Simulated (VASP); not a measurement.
# PbS (Fm-3m) in VASP: a series of runs, part 2 of 2

VASP 6.6.1. Earlier steps stand in the parts before.

## Step 3: Single point, PBE+D3(BJ) (23.79 Å³/atom)

This run uses another cell than the first one, of 23.79 Å³/atom.

Input file INCAR:

```
  ALGO = Normal
  EDIFF = 1E-6
  ENCUT = 520
  GGA = PE
  ISIF = 2
  ISMEAR = 0
  IVDW = 12
  LASPH = T
  LCHARG = F
  LREAL = F
  LWAVE = F
  NBANDS = 17
  NELM = 100
  PREC = Accurate
  SIGMA = 0.02
```

Input file KPOINTS:

```
k-points
0
Gamma
  10 10 10
```

Input file POSCAR:

```
PbS
1.0
    0.0000000000      2.8760772276      2.8760772276
    2.8760772276      0.0000000000      2.8760772276
    2.8760772276      2.8760772276      0.0000000000
Pb S
1 1
Direct
    0.0000000000      0.0000000000      0.0000000000
    0.5000000000      0.5000000000      0.5000000000
```

Potentials or basis: VASP PAW PBE potentials, release 64 (Pb_d, S).

Started as:

```sh
$ cat potpaw_PBE.64/Pb_d/POTCAR potpaw_PBE.64/S/POTCAR > POTCAR
$ mpirun -np 1 vasp_std > vasp.out
```

It took 51 s on 1 thread of AMD EPYC 7R13, shared host; peak memory 0.17 GiB.

The run converged. Its results:

```yaml
Free_energy: -9.3622 eV
Pressure: 6.4 GPa
Band_gap_on_the_k_mesh: 0.02 eV
Dispersion_energy_per_atom: -0.381 eV
```

Levels at points of the mesh, in eV from the valence-band top:
| k point | band 8 | band 9 | band 10 | band 11 | band 12 | band 13 |
| --- | --- | --- | --- | --- | --- | --- |
| (0.00, 0.00, 0.00) | -2.77 | -2.77 | -2.77 | 5.38 | 5.38 | 5.38 |
| (0.50, 0.00, 0.00) | -2.29 | -2.29 | 0.00 | 0.02 | 1.63 | 1.63 |
| (0.50, 0.50, 0.00) | -6.14 | -4.19 | -4.19 | 3.33 | 5.78 | 5.94 |

Caveat: the cell stands under pressure; spin-orbit coupling is left out, which moves the levels of the heavy elements.

## Step 4: Single point, PBE+D3(BJ) (24.57 Å³/atom)

This run uses another cell than the first one, of 24.57 Å³/atom.

Input file INCAR:

```
ALGO = Normal
EDIFF = 1E-6
ENCUT = 520
GGA = PE
ISIF = 2
ISMEAR = 0
IVDW = 12
LASPH = T
LCHARG = F
LREAL = F
LWAVE = F
NBANDS = 17
NELM = 100
PREC = Accurate
SIGMA = 0.02
```

KPOINTS is that of step 3.

Input file POSCAR:

```
PbS
1.0
    0.0000000000      2.9073413860      2.9073413860
    2.9073413860      0.0000000000      2.9073413860
    2.9073413860      2.9073413860      0.0000000000
Pb S
1 1
Direct
    0.0000000000      0.0000000000      0.0000000000
    0.5000000000      0.5000000000      0.5000000000
```

Potentials or basis: VASP PAW PBE potentials, release 64 (Pb_d, S).

Started as:

```sh
$ cat potpaw_PBE.64/Pb_d/POTCAR potpaw_PBE.64/S/POTCAR > POTCAR
$ mpirun -np 1 vasp_std > vasp.out
```

OUTCAR:

```text
EDIFF = 1E-6
   ENCUT = 520
   GGA = PE
   ISIF = 2
   ISMEAR = 0
   IVDW = 12
   LASPH = T
   LREAL = F
   NELM = 100
   PREC = Accurate
 IVDW          = 12

 ion  position               nearest neighbor table
   1  0.000  0.000  0.000-   2 2.91   2 2.91   2 2.91   2 2.91   2 2.91   2 2.91
   2  0.500  0.500  0.500-   1 2.91   1 2.91   1 2.91   1 2.91   1 2.91   1 2.91

  LATTYP: Found a face centered cubic cell.
 ALAT       =     5.8146827720

  Lattice vectors:

[... 667 lines left out ...]
------------------------ aborting loop because EDIFF is reached ----------------------------------------

 Edisp (eV)   -0.73767

 E8    (eV) :    -0.3317

  FORCE on cell =-STRESS in cart. coord.  units (eV):
  Direction    XX          YY          ZZ          XY          YZ          ZX
  --------------------------------------------------------------------------------------
  -------------------------------------------------------------------------------------
  Total       1.20109     1.20109     1.20109    -0.00000     0.00000    -0.00000
  in kB      39.15336    39.15336    39.15336    -0.00000     0.00000    -0.00000
  external pressure =       39.15 kB  Pullay stress =        0.00 kB

 VOLUME and BASIS-vectors are now :
 -----------------------------------------------------------------------------
  energy-cutoff  :      520.00
  volume of cell :       49.15
      direct lattice vectors                 reciprocal lattice vectors
     0.000000000  2.907341386  2.907341386    -0.171978428  0.171978428  0.171978428
     2.907341386  0.000000000  2.907341386     0.171978428 -0.171978428  0.171978428
     2.907341386  2.907341386  0.000000000     0.171978428  0.171978428 -0.171978428

 POSITION                                       TOTAL-FORCE (eV/Angst)
 -----------------------------------------------------------------------------------
      0.00000      0.00000      0.00000         0.000000     -0.000000      0.000000
      2.90734      2.90734      2.90734        -0.000000      0.000000     -0.000000
 -----------------------------------------------------------------------------------
    total drift:                                0.000000     -0.000000     -0.000000

  FREE ENERGIE OF THE ION-ELECTRON SYSTEM (eV)
  ---------------------------------------------------
  free  energy   TOTEN  =        -9.4133904633 eV

  energy  without entropy=       -9.4133904566  energy(sigma->0) =       -9.41339046
```

It took 47 s on 1 thread of AMD EPYC 7R13, shared host; peak memory 0.17 GiB.

Results:

```yaml
Free_energy: -9.4134 eV
Pressure: 3.9 GPa
Band_gap_on_the_k_mesh: 0.12 eV
Dispersion_energy_per_atom: -0.369 eV
```

Caveat: the cell stands under pressure; spin-orbit coupling is left out, which moves the levels of the heavy elements.

## Step 5: Single point, PBE+D3(BJ) (25.36 Å³/atom)

This run uses another cell than the first one, of 25.36 Å³/atom.

Changes to INCAR since step 4:

```diff
@@ -7,6 +7,6 @@
 IVDW = 12
-LASPH = T
-LCHARG = F
-LREAL = F
-LWAVE = F
+LASPH = True
+LCHARG = False
+LREAL = False
+LWAVE = False
 NBANDS = 17
```

KPOINTS is that of step 4.

Input file POSCAR:

```
PbS
1.0
    0.0000000000      2.9379472287      2.9379472287
    2.9379472287      0.0000000000      2.9379472287
    2.9379472287      2.9379472287      0.0000000000
Pb S
1 1
Direct
    0.0000000000      0.0000000000      0.0000000000
    0.5000000000      0.5000000000      0.5000000000
```

Started as:

```sh
$ cat potpaw_PBE.64/Pb_d/POTCAR potpaw_PBE.64/S/POTCAR > POTCAR
$ mpirun -np 1 vasp_std > vasp.out
```

Run time: 53 s. Hardware: 1 thread of AMD EPYC 7R13, shared host; peak memory 0.18 GiB.

The run converged. Its results:

```yaml
Free_energy: -9.4416 eV
Pressure: 1.7 GPa
Band_gap_on_the_k_mesh: 0.26 eV
Dispersion_energy_per_atom: -0.357 eV
```

Levels at points of the mesh, in eV from the valence-band top:
| k point | band 8 | band 9 | band 10 | band 11 | band 12 | band 13 |
| --- | --- | --- | --- | --- | --- | --- |
| (0.00, 0.00, 0.00) | -2.35 | -2.35 | -2.35 | 5.26 | 5.26 | 5.26 |
| (0.50, 0.00, 0.00) | -1.94 | -1.94 | 0.00 | 0.25 | 1.86 | 1.86 |
| (0.50, 0.50, 0.00) | -5.48 | -3.67 | -3.67 | 3.70 | 5.64 | 5.76 |

Caveat: spin-orbit coupling is left out, which moves the levels of the heavy elements.

## Step 6: Summary

```tsv
cell	gap on the mesh (eV)	pressure (GPa)
a = 4.022 Å, angles 60.0°, 2 atoms	0.19	9.4
a = 4.067 Å, angles 60.0°, 2 atoms	0.02	6.4
a = 4.112 Å, angles 60.0°, 2 atoms	0.12	3.9
a = 4.155 Å, angles 60.0°, 2 atoms	0.26	1.7
```

Alike in all rows: task single point; level PBE+D3(BJ); potentials or basis VASP PAW PBE potentials, release 64 (Pb_d, S); no spin polarisation; k mesh 10 × 10 × 10; cutoff (eV) 520; smearing gaussian 0.02 eV.

Caveats: spin-orbit coupling is left out, which moves the levels of the heavy elements; the cell stands under pressure (at least some runs).

Absolute energies hang on the potentials; compare differences alone.
